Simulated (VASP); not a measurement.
# BAs (CsCl type) (Pm-3m) in VASP: notebook, part 2 of 2

VASP 6.6.1.

**3. Single point, PBE (volume scaled by 0.55)**

Contents of INCAR:

```
SYSTEM = BAs
PREC = Accurate ; ENCUT = 520
EDIFF = 1E-7 ; ISMEAR = -1
SIGMA = 0.05 ; LREAL = .False.
LASPH = .True. ; NELM = 80
ALGO = Normal ; ISIF = 2
LWAVE = .False. ; LCHARG = .False.
GGA = PE ; NBANDS = 11
```

Contents of KPOINTS:

```
regular mesh
0
Gamma
  15 15 15
  0 0 0
```

Contents of POSCAR:

```
BAs
1.0
    2.4073191794      0.0000000000      0.0000000000
    0.0000000000      2.4073191794      0.0000000000
    0.0000000000      0.0000000000      2.4073191794
B As
1 1
Direct
    0.0000000000      0.0000000000      0.0000000000
    0.5000000000      0.5000000000      0.5000000000
```

Potentials or basis: VASP PAW PBE potentials, release 64 (B, As).

Command:

```sh
$ cat potpaw_PBE.64/B/POTCAR potpaw_PBE.64/As/POTCAR > POTCAR
$ mpirun -np 1 vasp_std > vasp.out
```

OUTCAR:

```text
SYSTEM = BAs
   PREC = Accurate
   ENCUT = 520
   EDIFF = 1E-7
   ISMEAR = -1
   LREAL = .False.
   LASPH = .True.
   NELM = 80
   ISIF = 2
   GGA = PE

 ion  position               nearest neighbor table
   1  0.000  0.000  0.000-   2 2.08   2 2.08   2 2.08   2 2.08   2 2.08   2 2.08   2 2.08   2 2.08

   2  0.500  0.500  0.500-   1 2.08   1 2.08   1 2.08   1 2.08   1 2.08   1 2.08   1 2.08   1 2.08

  LATTYP: Found a simple cubic cell.
 ALAT       =     2.4073191794

  Lattice vectors:

 A1 = (   2.4073191794,   0.0000000000,   0.0000000000)
 A2 = (   0.0000000000,   2.4073191794,   0.0000000000)
 A3 = (   0.0000000000,   0.0000000000,   2.4073191794)

Analysis of symmetry for initial positions (statically):
=====================================================================
 Subroutine PRICEL returns:
 Original cell was already a primitive cell.

 Routine SETGRP: Setting up the symmetry group for a
 simple cubic supercell.

 Subroutine GETGRP returns: Found 48 space group operations
 (whereof 48 operations were pure point group operations)
 out of a pool of 48 trial point group operations.

[... 171 lines left out ...]
      1      -7.3770      2.00000
      2      13.9030      2.00000
      3      13.9030      2.00000
      4      13.9030      2.00000
      5      20.7236      0.00000
      6      20.7236      0.00000
      7      22.9942      0.00000
      8      33.4809      0.00000
      9      33.4809      0.00000
     10      33.4809      0.00000
     11      41.1919      0.00000
[... 309 lines left out ...]
 k-point    24 :       0.3333    0.2000    0.0000
  band No.  band energies     occupation
      1      -3.7212      2.00000
      2       4.5942      2.00000
      3      11.2830      2.00000
      4      17.6415      0.00000
      5      19.0075      0.00000
      6      24.1047      0.00000
      7      26.0817      0.00000
      8      28.2706      0.00000
      9      30.6222      0.00000
     10      35.1575      0.00000
     11      35.4826      0.00000

 [... further k-points ...]

------------------------ aborting loop because EDIFF is reached ----------------------------------------

  FORCE on cell =-STRESS in cart. coord.  units (eV):
  Direction    XX          YY          ZZ          XY          YZ          ZX
  --------------------------------------------------------------------------------------
  -------------------------------------------------------------------------------------
  Total       20.2836492     20.2836492     20.2836492      0.0000000      0.0000000     -0.0000000
  in kB     2329.4620830   2329.4620830   2329.4620830      0.0000000      0.0000000     -0.0000000
  external PRESSURE =    2329.4620830 kB  Pullay stress =       0.0000000 kB

 VOLUME and BASIS-vectors are now :
 -----------------------------------------------------------------------------
  energy-cutoff  :      520.00
  volume of cell :       13.95
      direct lattice vectors                 reciprocal lattice vectors
     2.407319179  0.000000000  0.000000000     0.415399839  0.000000000  0.000000000
     0.000000000  2.407319179  0.000000000     0.000000000  0.415399839  0.000000000
     0.000000000  0.000000000  2.407319179     0.000000000  0.000000000  0.415399839

 POSITION                                       TOTAL-FORCE (eV/Angst)
 -----------------------------------------------------------------------------------
      0.00000      0.00000      0.00000         0.000000      0.000000      0.000000
      1.20366      1.20366      1.20366         0.000000      0.000000      0.000000
 -----------------------------------------------------------------------------------
    total drift:                                0.000000     -0.000000     -0.000000

  FREE ENERGIE OF THE ION-ELECTRON SYSTEM (eV)
  ---------------------------------------------------
  free  energy   TOTEN  =        -3.4934404612 eV

  energy  without entropy=       -3.4888034716  energy(sigma->0) =       -3.49112197
```

It took 18 s on 1 thread of Intel Xeon 8259CL, shared host; peak memory 0.13 GiB.

What came out:

```yaml
Free_energy: -3.4934 eV
Pressure: 232.9 GPa
Band_gap_on_the_k_mesh: zero (band 4 reaches 18.94 eV, above the bottom of band 5 at 11.46 eV)
```

Levels at points of the mesh, in eV from the Fermi level:
```csv
k point,band 1,band 2,band 3,band 4,band 5,band 6,band 7,band 8,band 9
"(0.00, 0.00, 0.00)",-23.32,-2.04,-2.04,-2.04,4.78,4.78,7.05,17.53,17.53
```

**4. Single point, PBE (volume scaled by 0.64)**

Contents of INCAR:

```
SYSTEM = BAs
PREC = Accurate
ENCUT = 520
EDIFF = 1E-6
ISMEAR = -1
SIGMA = 0.05
LREAL = .FALSE.
LASPH = .TRUE.
NELM = 60
ALGO = Normal
ISIF = 2
LWAVE = .FALSE.
LCHARG = .FALSE.
GGA = PE
NBANDS = 11
```

Contents of KPOINTS:

```
regular mesh
0
G
  15 15 15
  0 0 0
```

Contents of POSCAR:

```
BAs
1.0
    2.5320528766      0.0000000000      0.0000000000
    0.0000000000      2.5320528766      0.0000000000
    0.0000000000      0.0000000000      2.5320528766
B As
1 1
Direct
    0.0000000000      0.0000000000      0.0000000000
    0.5000000000      0.5000000000      0.5000000000
```

Potentials or basis: VASP PAW PBE potentials, release 64 (B, As).

Command:

```sh
$ cat potpaw_PBE.64/B/POTCAR potpaw_PBE.64/As/POTCAR > POTCAR
$ mpirun -np 1 vasp_std > vasp.out
```

OUTCAR:

```text
SYSTEM = BAs
   PREC = Accurate
   ENCUT = 520
   EDIFF = 1E-6
   ISMEAR = -1
   LREAL = .FALSE.
   LASPH = .TRUE.
   NELM = 60
   ISIF = 2
   GGA = PE

 ion  position               nearest neighbor table
   1  0.000  0.000  0.000-   2 2.19   2 2.19   2 2.19   2 2.19   2 2.19   2 2.19   2 2.19   2 2.19

   2  0.500  0.500  0.500-   1 2.19   1 2.19   1 2.19   1 2.19   1 2.19   1 2.19   1 2.19   1 2.19

  LATTYP: Found a simple cubic cell.
 ALAT       =     2.5320528766

  Lattice vectors:

[... 514 lines left out ...]
      6      20.4256      0.00000
      7      22.1138      0.00000
      8      24.3262      0.00000
      9      26.7372      0.00000
     10      31.1441      0.00000
     11      31.2467      0.00000

 [... further k-points ...]
[... 5 lines left out ...]
  --------------------------------------------------------------------------------------
  -------------------------------------------------------------------------------------
  Total       12.6915742     12.6915742     12.6915742     -0.0000000     -0.0000000      0.0000000
  in kB     1252.5866099   1252.5866099   1252.5866099     -0.0000000     -0.0000000      0.0000000
  external PRESSURE =    1252.5866099 kB  Pullay stress =       0.0000000 kB

 VOLUME and BASIS-vectors are now :
 -----------------------------------------------------------------------------
  energy-cutoff  :      520.00
  volume of cell :       16.23
      direct lattice vectors                 reciprocal lattice vectors
     2.532052877  0.000000000  0.000000000     0.394936460  0.000000000  0.000000000
     0.000000000  2.532052877  0.000000000     0.000000000  0.394936460  0.000000000
     0.000000000  0.000000000  2.532052877     0.000000000  0.000000000  0.394936460

 POSITION                                       TOTAL-FORCE (eV/Angst)
 -----------------------------------------------------------------------------------
      0.00000      0.00000      0.00000         0.000000      0.000000      0.000000
      1.26603      1.26603      1.26603         0.000000      0.000000      0.000000
 -----------------------------------------------------------------------------------
    total drift:                                0.000000      0.000000      0.000000

  FREE ENERGIE OF THE ION-ELECTRON SYSTEM (eV)
  ---------------------------------------------------
  free  energy   TOTEN  =        -5.9677494775 eV

  energy  without entropy=       -5.9641526821  energy(sigma->0) =       -5.96595108
```

OSZICAR:

```text
N       E                     dE             d eps       ncg     rms          rms(c)
DAV:   1     0.156993450638E+02    0.15699E+02   -0.42634E+03  2664   0.684E+02
DAV:   2    -0.586163978017E+01   -0.21561E+02   -0.20806E+02  3544   0.115E+02
DAV:   3    -0.634046702694E+01   -0.47883E+00   -0.47526E+00  3234   0.145E+01
DAV:   4    -0.634103496000E+01   -0.56793E-03   -0.56788E-03  3030   0.519E-01
DAV:   5    -0.634103510157E+01   -0.14157E-06   -0.14277E-06  3161   0.979E-03    0.683E+00
DAV:   6    -0.602001888181E+01    0.32102E+00   -0.67489E-01  2886   0.369E+00    0.388E+00
DAV:   7    -0.597353566000E+01    0.46483E-01   -0.13725E-01  3276   0.179E+00    0.153E+00
DAV:   8    -0.596775835935E+01    0.57773E-02   -0.35300E-03  2808   0.452E-01    0.517E-02
DAV:   9    -0.596775076376E+01    0.75956E-05   -0.50483E-05  3188   0.444E-02    0.252E-02
DAV:  10    -0.596774958087E+01    0.11829E-05   -0.61833E-06  2988   0.150E-02    0.359E-03
DAV:  11    -0.596774947755E+01    0.10332E-06   -0.76754E-07  1839   0.465E-03
   1 F= -.59677495E+01 E0= -.59659511E+01  d E =-.359680E-02
```

stdout:

```text
POSCAR found type information on POSCAR B As
 POSCAR found :  2 types and       2 ions
 scaLAPACK will be used
 LDA part: xc-table for (Slater+PW92), standard interpolation
 POSCAR, INCAR and KPOINTS ok, starting setup
 FFT: planning ... GRIDC
 FFT: planning ... GRID_SOFT
 FFT: planning ... GRID
 WAVECAR not read
 entering main loop
```

Wall time 22 s (1 thread of Intel Xeon 8259CL, shared host); peak memory 0.14 GiB.

What came out:

```
Free energy            : -5.9677 eV
Pressure               : 125.3 GPa
Band gap on the k mesh : zero (band 4 reaches 16.24 eV, above the bottom of band 5 at 9.62 eV)
```
